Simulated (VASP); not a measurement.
Input of a VASP 6.6.1 run:

Contents of INCAR:

```
PREC = Accurate ; ENCUT = 520
EDIFF = 1E-6 ; ISMEAR = 0
SIGMA = 0.1 ; LREAL = False
LASPH = True ; NELM = 60
ALGO = Normal ; ISIF = 2
LWAVE = False ; LCHARG = False
GGA = PE ; IVDW = 12
NBANDS = 38
```

File KPOINTS:

```
Automatic mesh
0
Gamma
  6 4 4
```

POSCAR

```
KS8
1.0
    4.2040337840      0.0000000000      0.0000000000
    0.0000000000      8.0418057279      0.0000000000
    0.0000000000      0.0000000000      6.3589856531
K S
1 8
Direct
    0.5000000000      0.5000000000      0.0000000000
    0.5000000000      0.1653926075      0.7242677959
    0.0000000000      0.7632696975      0.7201951716
    0.0000000000      0.2367303025      0.7201951716
    0.5000000000      0.8346073925      0.7242677959
    0.0000000000      0.2367303025      0.2798048284
    0.5000000000      0.8346073925      0.2757322041
    0.5000000000      0.1653926075      0.2757322041
    0.0000000000      0.7632696975      0.2798048284
```

Potentials or basis: VASP PAW PBE potentials, release 64 (K_sv, S).

The run is started by

```bash
$ cat potpaw_PBE.64/K_sv/POTCAR potpaw_PBE.64/S/POTCAR > POTCAR
$ mpirun -np 1 vasp_std > vasp.out
```

**Question.** Predict the largest force.

**Answer.** 0.024 eV/Å.

**Question.** What does it give for the band gap on the k mesh?

**Answer.** Zero (an odd number of electrons rules out a gap without spin polarisation).

**Question.** Estimate the dispersion energy per atom.

**Answer.** -0.257 eV.

**Question.** What does it give for the pressure?

**Answer.** -0.1 GPa.

Stress tensor (GPa, compression positive):
```
-0.22  0.00  0.00
 0.00 -0.02  0.00
 0.00  0.00 -0.05
```

Caveat: an odd number of electrons without spin polarisation forces a metal; a magnetic or distorted state may lie lower.
